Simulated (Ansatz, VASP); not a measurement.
Two plane-wave programs on Ba

```xyz
1
Lattice="-2.5875 2.5000 2.5000 2.5875 -2.5000 2.5000 2.5875 2.5000 -2.5000" Properties=species:S:1:pos:R:3 pbc="T T T"
Ba    0.0000    0.0000    0.0000
```

Change from the starting cell: strain +0.0350 x Voigt [1, 0, 0, 0, 0, 0], atoms carried along.

Alike in both runs: task single point; functional PBEsol; k mesh 14 × 14 × 14; occupations gaussian, width 0.15 eV; no spin polarisation.

|  | VASP | Ansatz |
| --- | --- | --- |
| version | VASP 6.6.1 | Ansatz 0.2.0 |
| potentials or method | VASP PAW PBE potentials, release 64 (Ba_sv), cutoff 520 eV | scalar-relativistic, plane waves, PAW |
| valence electrons in the cell | 10 | 10 |

|  | VASP | Ansatz | Ansatz less VASP |
| --- | --- | --- | --- |
| gap on the k mesh at the Fermi level (eV) | none | none | - |
| pressure (GPa) | -0.8 | -0.8 | -0.05 |
| traceless stress, the component that is largest in VASP (GPa) | -0.08 | -0.08 | +0.001 |

VASP's potentials were made for PBE, not for PBEsol. A gap of «none» marks a metal or a gap that the smearing closes.

Neither program's run includes spin-orbit coupling.
